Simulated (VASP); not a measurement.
# Pt (C2/c) in VASP: further runs, part 2 of 2

VASP 6.6.1.

### Step 3. Single point, PBEsol (strain +0.1125 x Voigt [0, 0, 0, 0, 1, 0])

File INCAR:

```
SYSTEM = Pt
  PREC = Accurate
  ENCUT = 520
  EDIFF = 1E-6
  ISMEAR = 0
  SIGMA = 0.15
  LREAL = .FALSE.
  LASPH = .TRUE.
  NELM = 100
  ALGO = Fast
  ISIF = 2
  LWAVE = .FALSE.
  LCHARG = .FALSE.
  GGA = PS
  NBANDS = 17
```

File KPOINTS:

```
regular mesh
0
G
  18 18 10
  0 0 0
```

File POSCAR:

```
Pt
1.0
    2.7606656158      0.0000000000      0.1552874409
   -1.3803328079      2.3908065546     -0.0776437204
    0.2695575375      0.0000000000      4.7921340000
Pt
2
Direct
    0.6666666667      0.3333333333      0.7500000000
    0.3333333333      0.6666666667      0.2500000000
```

Potentials or basis: VASP PAW PBE potentials, release 64 (Pt).

Run with:

```
> cat potpaw_PBE.64/Pt/POTCAR > POTCAR
> mpirun -np 1 vasp_std > vasp.out
```

OUTCAR:

```text
SYSTEM = Pt
   PREC = Accurate
   ENCUT = 520
   EDIFF = 1E-6
   ISMEAR = 0
   LREAL = .FALSE.
   LASPH = .TRUE.
   NELM = 100
   ISIF = 2
   GGA = PS

 ion  position               nearest neighbor table
   1  0.667  0.333  0.750-   2 2.75   2 2.75   2 2.88   2 2.88   2 3.01   2 3.01
   2  0.333  0.667  0.250-   1 2.75   1 2.75   1 2.88   1 2.88   1 3.01   1 3.01

  LATTYP: Found a base centered monoclinic cell.
 ALAT       =     2.7650296258
 B/A-ratio  =     1.7293171345
 C/A-ratio  =     1.7358618054
 COS(beta)  =    -0.1121451657

  Lattice vectors:

 A1 = (  -1.3803328079,   2.3908065546,  -0.0776437204)
 A2 = (  -1.3803328079,  -2.3908065546,  -0.0776437205)
 A3 = (   0.2695575375,   0.0000000000,   4.7921340000)

Analysis of symmetry for initial positions (statically):
=====================================================================
 Subroutine PRICEL returns:
 Original cell was already a primitive cell.

 Routine SETGRP: Setting up the symmetry group for a
 base centered monoclinic supercell.

 Subroutine GETGRP returns: Found  4 space group operations
 (whereof  2 operations were pure point group operations)
 out of a pool of  4 trial point group operations.

The static configuration has the point symmetry S_2 .
 The point group associated with its full space group is C_2h.

Analysis of symmetry for dynamics (positions and initial velocities):
=====================================================================
 Subroutine PRICEL returns:
 Original cell was already a primitive cell.

 Routine SETGRP: Setting up the symmetry group for a
 base centered monoclinic supercell.

 Subroutine GETGRP returns: Found  4 space group operations
 (whereof  2 operations were pure point group operations)
 out of a pool of  4 trial point group operations.

The dynamic configuration has the point symmetry S_2 .
 The point group associated with its full space group is C_2h.

 Subroutine INISYM returns: Found  4 space group operations
 (whereof  2 operations are pure point group operations),
[... 116 lines left out ...]
     AMIX_MAG =   1.60;   BMIX_MAG =  1.00
  volume/ion in A,a.u.               =      15.76       106.38
  Fermi-wavevector in a.u.,A,eV,Ry     =   1.406634  2.658153 26.920760  1.978620
  Thomas-Fermi vector in A             =   2.528975
   LORBIT       =      0    0 simple, 1 ext, 2 COOP (PROOUT), +10 PAW based schemes
   GGA     = PS    functional components
   LHFCALC =     F    Hartree Fock is set to
   AEXX    =    0.0000 exact exchange contribution
   IVDW    =     0    specifies the selected vdW correction
   LEPSILON=     F    determine dielectric tensor
   LRPA    =     F    only Hartree local field effects (RPA)
 non-spin polarized calculation
 RMM-DIIS sequential band-by-band and
 Gauss-broadening in eV      SIGMA  =   0.15
  energy-cutoff  :      520.00
  volume of cell :       31.53
 maximum number of plane-waves:       862
 NGX is ok and might be reduce to    24
   NGX = 11   NGY = 11   NGZ = 17

 number of electron      20.0000003 magnetization

 Free energy of the ion-electron system (eV)
  ---------------------------------------------------
  ext. energy  EPLUGINS =         0.00000000
  ---------------------------------------------------
  free energy    TOTEN  =       -13.75988693 eV

  energy without entropy =      -13.72375468  energy(sigma->0) =      -13.74182080

 E-fermi :  10.2452     XC(G=0): -13.3592

 val. band max:       10.2442826775   @ k =   0.3889   0.0556   0.1000
 cond. band min:      10.2457507967   @ k =   0.3333   0.2222  -0.0000
 fundamental gap:      0.0014681192
 Fermi energy:        10.2451607947

 k-point     1 :       0.0000    0.0000    0.0000
  band No.  band energies     occupation
      1       0.4580      2.00000
      2       3.1732      2.00000
      3       6.1321      2.00000
      4       6.8171      2.00000
      5       6.8225      2.00000
      6       7.1272      2.00000
[... 457 lines left out ...]
      4       6.0832      2.00000
      5       6.3432      2.00000
      6       7.2394      2.00000
[... 9 lines left out ...]
     16      26.2482      0.00000
     17      27.9261      0.00000

 [... further k-points ...]

------------------------ aborting loop because EDIFF is reached ----------------------------------------

  FORCE on cell =-STRESS in cart. coord.  units (eV):
  Direction    XX          YY          ZZ          XY          YZ          ZX
  --------------------------------------------------------------------------------------
  -------------------------------------------------------------------------------------
  Total       -1.9942984     -2.1784802     -1.6019733      0.0000000     -0.0000000     -0.3192029
  in kB     -101.3420836   -110.7014514    -81.4057309      0.0000000     -0.0000000    -16.2205855
  external PRESSURE =     -97.8164220 kB  Pullay stress =       0.0000000 kB

 VOLUME and BASIS-vectors are now :
 -----------------------------------------------------------------------------
  energy-cutoff  :      520.00
  volume of cell :       31.53
      direct lattice vectors                 reciprocal lattice vectors
     2.760665616  0.000000000  0.155287441     0.363381244  0.209134444 -0.020440195
    -1.380332808  2.390806555 -0.077643720     0.000000000  0.418268888  0.000000000
     0.269557537  0.000000000  4.792134000    -0.011775243 -0.000000000  0.209337657

 POSITION                                       TOTAL-FORCE (eV/Angst)
 -----------------------------------------------------------------------------------
      1.58250      0.79694      3.67174        -0.000000     -0.063562     -0.000000
      0.06739      1.59387      1.19803         0.000000      0.063562      0.000000
 -----------------------------------------------------------------------------------
    total drift:                               -0.000000      0.000000     -0.000000

  FREE ENERGIE OF THE ION-ELECTRON SYSTEM (eV)
  ---------------------------------------------------
  free  energy   TOTEN  =       -13.7598869273 eV

  energy  without entropy=      -13.7237546812  energy(sigma->0) =      -13.74182080
```

stdout:

```text
POSCAR found type information on POSCAR Pt
 POSCAR found :  1 types and       2 ions
 scaLAPACK will be used
 -----------------------------------------------------------------------------
|                                                                             |
|                                                                             |
|     You enforced a specific xc type in the INCAR file but a different       |
|     I HOPE YOU KNOW WHAT YOU ARE DOING!                                     |
|                                                                             |
 -----------------------------------------------------------------------------

 LDA part: xc-table for (Slater+PW92), standard interpolation
 POSCAR, INCAR and KPOINTS ok, starting setup
 FFT: planning ... GRIDC
 FFT: planning ... GRID_SOFT
 FFT: planning ... GRID
 WAVECAR not read
 entering main loop
```

Run time: 3.5 min. Hardware: 1 thread of Intel Xeon Platinum 8488C (Sapphire Rapids), shared host; peak memory 0.47 GiB.

Results:

| Property | Result |
| --- | --- |
| Free energy | -13.7599 eV |
| Pressure | -9.8 GPa |
| Largest force | 0.064 eV/Å |
| Band gap on the k mesh | zero (bands 10 and 11 overlap by 1.24 eV) |

Forces in eV/Å, atoms in the order of the input:
```
Pt   0.000 -0.064  0.000
Pt   0.000  0.064  0.000
```

Stress tensor (GPa, compression positive):
```
-10.13   0.00  -1.62
  0.00 -11.07   0.00
 -1.62   0.00  -8.14
```

Levels at points of the mesh, in eV from the Fermi level:
```
           k point  band 7  band 8  band 9  band 10  band 11  band 12  band 13  band 14
(0.00, 0.00, 0.00)   -3.05   -1.82   -1.64    -0.75    -0.35    -0.28     4.80    15.17
(0.50, 0.00, 0.00)   -2.49   -0.02    0.29     0.45     2.25     3.69     6.53     9.09
(0.00, 0.50, 0.00)   -2.24   -0.17    0.29     0.46     2.24     3.69     7.23     8.84
(0.00, 0.00, 0.50)   -3.22   -3.22   -1.27    -1.27    -0.40    -0.40    11.97    11.97
(0.50, 0.00, 0.50)   -0.96   -0.95    0.28     0.48     1.43     2.10     5.74     7.26
(0.00, 0.50, 0.50)   -0.87   -0.87    0.39     0.39     1.67     1.67     6.40     6.40
```

Caveat: the cell differs from its parent crystal (strain +0.1125 x Voigt [0, 0, 0, 0, 1, 0]); the cell stands under tension; the PAW data sets were made with another functional, which shifts forces and pressure a little; spin-orbit coupling is left out, which moves the levels of the heavy elements.

### Step 4. Single point, PBEsol (strain +0.1312 x Voigt [0, 0, 0, 0, 1, 0])

File INCAR:

```
PREC = Accurate
ENCUT = 520
EDIFF = 1E-6
ISMEAR = 0
SIGMA = 0.15
LREAL = F
LASPH = T
NELM = 100
ALGO = Fast
ISIF = 2
LWAVE = F
LCHARG = F
GGA = PS
NBANDS = 17
```

File KPOINTS:

```
Automatic mesh
0
Gamma
  18 18 10
```

File POSCAR:

```
Pt
1.0
    2.7606656158      0.0000000000      0.1810996644
   -1.3803328079      2.3908065546     -0.0905498322
    0.3143639904      0.0000000000      4.7921340000
Pt
2
Direct
    0.6666666667      0.3333333333      0.7500000000
    0.3333333333      0.6666666667      0.2500000000
```

Run with:

```
> cat potpaw_PBE.64/Pt/POTCAR > POTCAR
> mpirun -np 1 vasp_std > vasp.out
```

It took 3.3 min on 1 thread of Intel Xeon Platinum 8488C (Sapphire Rapids), shared host; peak memory 0.47 GiB.

The run converged. Its results:

| Quantity | Value |
| --- | --- |
| Free energy | -13.7552 eV |
| Pressure | -9.3 GPa |
| Largest force | 0.087 eV/Å |
| Band gap on the k mesh | zero (bands 10 and 11 overlap by 1.25 eV) |

Forces in eV/Å, atoms in the order of the input:
```
Pt   0.000 -0.087  0.000
Pt   0.000  0.087  0.000
```

Stress tensor (GPa, compression positive):
```
 -9.80   0.00  -1.98
  0.00 -10.93   0.00
 -1.98   0.00  -7.02
```

Levels at points of the mesh, in eV from the Fermi level:
| k point | band 8 | band 9 | band 10 | band 11 | band 12 | band 13 |
| --- | --- | --- | --- | --- | --- | --- |
| (0.00, 0.00, 0.00) | -1.84 | -1.59 | -0.75 | -0.41 | -0.31 | 4.86 |
| (0.50, 0.00, 0.00) | -0.03 | 0.29 | 0.44 | 2.25 | 3.68 | 6.36 |
| (0.00, 0.50, 0.00) | -0.24 | 0.29 | 0.44 | 2.23 | 3.69 | 7.24 |
| (0.00, 0.00, 0.50) | -3.17 | -1.36 | -1.36 | -0.35 | -0.35 | 12.01 |
| (0.50, 0.00, 0.50) | -0.98 | 0.26 | 0.48 | 1.41 | 2.19 | 5.64 |
| (0.00, 0.50, 0.50) | -0.88 | 0.38 | 0.38 | 1.67 | 1.67 | 6.40 |

Caveat: the cell differs from its parent crystal (strain +0.1312 x Voigt [0, 0, 0, 0, 1, 0]); the cell stands under tension; the PAW data sets were made with another functional, which shifts forces and pressure a little; spin-orbit coupling is left out, which moves the levels of the heavy elements.

### Step 5. Single point, PBEsol (strain +0.0937 x Voigt [0, 0, 0, 0, 1, 0])

File INCAR:

```
  PREC = Accurate
  ENCUT = 520
  EDIFF = 1E-6
  ISMEAR = 0
  SIGMA = 0.15
  LREAL = False
  LASPH = True
  NELM = 60
  ALGO = Fast
  ISIF = 2
  LWAVE = False
  LCHARG = True
  GGA = PS
  LELF = True
  LVHAR = True
  NBANDS = 17
```

File KPOINTS:

```
regular mesh
0
Gamma
  18 18 10
```

File POSCAR:

```
Pt
1.0
    2.7606656158      0.0000000000      0.1293371841
   -1.3803328079      2.3908065546     -0.0646685920
    0.2245114779      0.0000000000      4.7921340000
Pt
2
Direct
    0.6666666667      0.3333333333      0.7500000000
    0.3333333333      0.6666666667      0.2500000000
```

Potentials or basis: VASP PAW PBE potentials, release 64 (Pt).

Run with:

```
> cat potpaw_PBE.64/Pt/POTCAR > POTCAR
> mpirun -np 1 vasp_std > vasp.out
```

OUTCAR:

```text
PREC = Accurate
   ENCUT = 520
   EDIFF = 1E-6
   ISMEAR = 0
   LREAL = False
   LASPH = True
   NELM = 60
   ISIF = 2
   GGA = PS

 ion  position               nearest neighbor table
   1  0.667  0.333  0.750-   2 2.77   2 2.77   2 2.88   2 2.88   2 2.99   2 2.99
   2  0.333  0.667  0.250-   1 2.77   1 2.77   1 2.88   1 2.88   1 2.99   1 2.99

  LATTYP: Found a base centered monoclinic cell.
 ALAT       =     2.7636936787
 B/A-ratio  =     1.7301530724
 C/A-ratio  =     1.7358618054
[... 675 lines left out ...]
------------------------ aborting loop because EDIFF is reached ----------------------------------------

  FORCE on cell =-STRESS in cart. coord.  units (eV):
  Direction    XX          YY          ZZ          XY          YZ          ZX
  --------------------------------------------------------------------------------------
  -------------------------------------------------------------------------------------
  Total       -2.0544960     -2.1973454     -1.7890048      0.0000000     -0.0000000     -0.2549999
  in kB     -104.2996821   -111.5516503    -90.8216086      0.0000000     -0.0000000    -12.9454666
  external PRESSURE =    -102.2243137 kB  Pullay stress =       0.0000000 kB

 VOLUME and BASIS-vectors are now :
 -----------------------------------------------------------------------------
  energy-cutoff  :      520.00
  volume of cell :       31.56
      direct lattice vectors                 reciprocal lattice vectors
     2.760665616  0.000000000  0.129337184     0.363028302  0.209134444 -0.017007876
    -1.380332808  2.390806555 -0.064668592     0.000000000  0.418268888  0.000000000
     0.224511478  0.000000000  4.792134000    -0.009797944 -0.000000000  0.209134334

 POSITION                                       TOTAL-FORCE (eV/Angst)
 -----------------------------------------------------------------------------------
      1.54872      0.79694      3.65877        -0.000000     -0.044330     -0.000000
      0.05613      1.59387      1.19803         0.000000      0.044330      0.000000
 -----------------------------------------------------------------------------------
    total drift:                                0.000000     -0.000000      0.000000

  FREE ENERGIE OF THE ION-ELECTRON SYSTEM (eV)
  ---------------------------------------------------
  free  energy   TOTEN  =       -13.7635330473 eV

  energy  without entropy=      -13.7263886378  energy(sigma->0) =      -13.74496084
```

Run time: 3.3 min. Hardware: 1 thread of Intel Xeon Platinum 8488C (Sapphire Rapids), shared host; peak memory 0.47 GiB.

Results:

- Free energy: -13.7635 eV
- Pressure: -10.2 GPa
- Largest force: 0.044 eV/Å
- Band gap on the k mesh: zero (bands 10 and 11 overlap by 1.22 eV)

Forces in eV/Å, atoms in the order of the input:
```
Pt   0.000 -0.044  0.000
Pt   0.000  0.044  0.000
```

Levels at points of the mesh, in eV from the Fermi level:
```tsv
k point	band 7	band 8	band 9	band 10	band 11	band 12	band 13	band 14
(0.00, 0.00, 0.00)	-3.05	-1.81	-1.68	-0.76	-0.31	-0.26	4.75	15.15
(0.50, 0.00, 0.00)	-2.58	-0.01	0.29	0.47	2.24	3.69	6.69	9.19
(0.00, 0.50, 0.00)	-2.36	-0.12	0.29	0.47	2.24	3.70	7.22	8.82
(0.00, 0.00, 0.50)	-3.26	-3.26	-1.19	-1.19	-0.45	-0.45	11.94	11.94
(0.50, 0.00, 0.50)	-0.94	-0.92	0.31	0.47	1.46	2.01	5.84	7.11
(0.00, 0.50, 0.50)	-0.87	-0.87	0.40	0.40	1.67	1.67	6.41	6.41
```

Caveat: the cell differs from its parent crystal (strain +0.0937 x Voigt [0, 0, 0, 0, 1, 0]); the cell stands under tension; the PAW data sets were made with another functional, which shifts forces and pressure a little; spin-orbit coupling is left out, which moves the levels of the heavy elements.

### Step 6. The runs side by side

| cell | gap on the mesh (eV) | pressure (GPa) | largest force (eV/Å) |
| --- | --- | --- | --- |
| a = 2.768, b = 2.763, c = 4.806 Å, angles 85.7, 98.6, 120.1°, 2 atoms | none | -8.6 | 0.12 |
| a = 2.765, b = 2.762, c = 4.800 Å, angles 93.2, 83.6, 120.0°, 2 atoms | none | -9.8 | 0.06 |
| a = 2.767, b = 2.762, c = 4.802 Å, angles 93.8, 82.5, 120.1°, 2 atoms | none | -9.3 | 0.09 |
| a = 2.764, b = 2.761, c = 4.797 Å, angles 92.7, 84.6, 120.0°, 2 atoms | none | -10.2 | 0.04 |

Alike in all rows: task single point; level PBEsol; potentials or basis VASP PAW PBE potentials, release 64 (Pt); no spin polarisation; k mesh 18 × 18 × 10; cutoff (eV) 520; smearing gaussian 0.15 eV.

Caveats: the cell stands under tension; the PAW data sets were made with another functional, which shifts forces and pressure a little; spin-orbit coupling is left out, which moves the levels of the heavy elements.

Total energies depend on the potentials used, so only differences within one code and one set of settings carry meaning.
